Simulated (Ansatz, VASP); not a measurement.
## One calculation of TiTe2, two programs

```
Te Ti
1.0
     3.67869    0.00000    0.00000
    -1.83934    3.18584    0.00000
     0.00000    0.00000   24.55023
Te Ti
4 2
Direct
  0.33333 0.66667 0.18330
  0.66667 0.33333 0.32689
  0.00000 0.00000 0.47882
  0.33333 0.66667 0.62241
  0.00000 0.00000 0.25509
  0.66667 0.33333 0.55061
```

Alike in both runs: task single point; functional PBE; dispersion D3(BJ); k mesh 9 × 9 × 1; occupations gaussian, width 0.1 eV; no spin polarisation.

|  | VASP | Ansatz |
| --- | --- | --- |
| version | VASP 6.6.1 | Ansatz 0.2.0 |
| potentials or method | VASP PAW PBE potentials, release 64 (Te, Ti_sv), cutoff 520 eV | scalar-relativistic, plane waves, PAW |
| valence electrons in the cell | 48 | 88 |

|  | VASP | Ansatz | Ansatz less VASP |
| --- | --- | --- | --- |
| gap on the k mesh at the Fermi level (eV) | none | none | - |
| rms of the force components (eV/Å) | 0.041 | 0.038 | -0.0029 |

A gap of «none» marks a metal or a gap that the smearing closes. VASP's potentials hold 48 valence electrons a cell and Ansatz's 88, so a difference there can come from the potentials and not from the codes.

Spin-orbit coupling is off throughout.
